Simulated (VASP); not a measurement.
Set up this calculation in VASP 6.6.1, as the native input.

```
Task                   : single point
Functional             : LDA
Potentials or basis    : VASP PAW LDA potentials, release 64 (Ba_sv)
Cutoff                 : 520 eV
k mesh                 : 11 × 11 × 11
Occupations            : fermi-dirac, width 0.1 eV
Spin                   : no spin polarisation
Dipole correction      : no
Further INCAR settings : ALGO = Normal; EDIFF = 1e-06; NBANDS = 11
```

The structure of Ba lies in POSCAR:

```
Ba
1.0
    0.0000000000      3.0141645169      3.0141645169
    3.0141645169      0.0000000000      3.0141645169
    3.0141645169      3.0141645169      0.0000000000
Ba
1
Direct
    0.0000000000      0.0000000000      0.0000000000
```

The input as run:

INCAR

```
SYSTEM = Ba
PREC = Accurate ; ENCUT = 520
EDIFF = 1E-6 ; ISMEAR = -1
SIGMA = 0.1 ; LREAL = .FALSE.
LASPH = .TRUE. ; NELM = 60
ALGO = Normal ; ISIF = 2
LWAVE = .FALSE. ; LCHARG = .TRUE.
LELF = .TRUE. ; LVHAR = .TRUE.
NBANDS = 11
```

KPOINTS

```
regular mesh
0
G
  11 11 11
  0 0 0
```

Potentials or basis: VASP PAW LDA potentials, release 64 (Ba_sv).

The run is started by

```bash
$ cat potpaw_LDA.64/Ba_sv/POTCAR > POTCAR
$ mpirun -np 1 vasp_std > vasp.out
```

It gave:

```
Pressure               : -0.1 GPa
Band gap on the k mesh : zero (band 5 reaches 2.12 eV, above the bottom of band 6 at 1.63 eV)
```

Caveat: spin-orbit coupling is left out, which moves the levels of the heavy elements.

Run time: 12 s on 1 thread of Intel(R) Xeon(R) Platinum 8488C (Sapphire Rapids), with other jobs on the host, peak memory 0.17 GiB.
